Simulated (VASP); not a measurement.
A run of VASP 6.6.1 is set up as follows.

File INCAR:

```
PREC = Accurate
ENCUT = 600
EDIFF = 1E-7
ISMEAR = 0
SIGMA = 0.1
LREAL = F
LASPH = T
NELM = 150
ALGO = Fast
ISIF = 3
LWAVE = F
LCHARG = F
ISPIN = 2
MAGMOM = 4 0
LORBIT = 11
LMAXMIX = 4
GGA = PE
IBRION = 2
NSW = 90
EDIFFG = -0.04
```

File KPOINTS:

```
Automatic mesh
0
Gamma
  6 6 6
```

The input POSCAR:

```
FePt
1.0
    2.9752993600      0.0000000000      0.0000000000
   -1.4876496800      2.5766848300      0.0000000000
    0.0000000000      0.0000000000      2.8965876900
Fe Pt
1 1
Direct
    0.6666666700      0.3333333300      0.5000000000
    0.0000000000      0.0000000000      0.0000000000
```

Potentials or basis: VASP PAW PBE potentials, release 64 (Fe, Pt).

The run is started by

```bash
$ cat potpaw_PBE.64/Fe/POTCAR potpaw_PBE.64/Pt/POTCAR > POTCAR
$ mpirun -np 1 vasp_std > vasp.out
```

**Question.** Estimate the site moments.

**Answer.** Fe +2.88; Pt +0.24 μB.

**Question.** Predict the net moment.

**Answer.** 3.13 μB per cell.

**Question.** What does it give for the space group after relaxing (to 0.05 Å)?

**Answer.** P-6m2 (No. 187).

Final structure:
```
CELL_PARAMETERS angstrom
2.71232 0.00000 0.00000
-1.35616 2.34894 0.00000
0.00000 0.00000 4.40002
ATOMIC_POSITIONS crystal
Fe 0.66667 0.33333 0.50000
Pt 0.00000 0.00000 0.00000
```

Caveat: the k points lie up to 0.45 Å⁻¹ apart in the final cell.
